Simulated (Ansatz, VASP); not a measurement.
Two plane-wave programs on BN

The input INCAR:

```
  PREC = Accurate
  ENCUT = 520
  EDIFF = 1E-6
  ISMEAR = 0
  SIGMA = 0.05
  LREAL = False
  LASPH = True
  NELM = 100
  ALGO = Normal
  ISIF = 2
  LWAVE = False
  LCHARG = False
  NBANDS = 16
```

KPOINTS

```
Automatic mesh
0
Gamma
  12 12 4
```

Contents of POSCAR:

```
BN
1.0
    2.6471923215      0.0000000000      0.0000000000
   -1.3235961607      2.2925357991      0.0000000000
    0.0000000000      0.0000000000      6.4276476758
B N
2 2
Direct
    0.3333333333      0.6666666667      0.2500000000
    0.6666666667      0.3333333333      0.7500000000
    0.3333333333      0.6666666667      0.7500000000
    0.6666666667      0.3333333333      0.2500000000
```

Input for Ansatz:

```yaml
crystal:
  lattice:
    - [2.6471923215, 0.0, 0.0]
    - [-1.3235961607, 2.2925357991, 0.0]
    - [0.0, 0.0, 6.4276476758]
  atoms:
    - { symbol: B, position: [0.3333333333, 0.6666666667, 0.25] }
    - { symbol: B, position: [0.6666666667, 0.3333333333, 0.75] }
    - { symbol: "N", position: [0.3333333333, 0.6666666667, 0.75] }
    - { symbol: "N", position: [0.6666666667, 0.3333333333, 0.25] }
basis:
  ecutwfc: 520.0
kpoints:
  mp_grid: { grid: [12, 12, 4] }
hamiltonian:
  xc: lda
  pseudopotentials: { kind: paw, azcp: { folder: soft_1 } }
scf:
  occupations: { method: gaussian, width: 0.05 }
output:
  forces: true
  stress: true
  eigenvalues: true
  write_density: true
  write_potential: true
  elf: true
  volumetric_format: npy
```

Alike in both runs: task single point; functional LDA; k mesh 12 × 12 × 4; occupations gaussian, width 0.05 eV; no spin polarisation.

|  | VASP | Ansatz |
| --- | --- | --- |
| version | VASP 6.6.1 | Ansatz 0.2.0 |
| potentials or method | VASP PAW LDA potentials, release 64 (B, N), cutoff 520 eV | scalar-relativistic, plane waves, PAW |
| valence electrons in the cell | 16 | 16 |

|  | VASP | Ansatz | Ansatz less VASP |
| --- | --- | --- | --- |
| gap on the k mesh at the Fermi level (eV) | 3.72 | 3.72 | +0.009 |
| least direct gap on the mesh (eV) | 3.98 | 3.99 | +0.008 |

Ansatz warns that its potentials were made for another functional, while VASP's fit it. LDA's correlation is that of Perdew and Zunger in VASP and of Perdew and Wang (1992) in Ansatz.
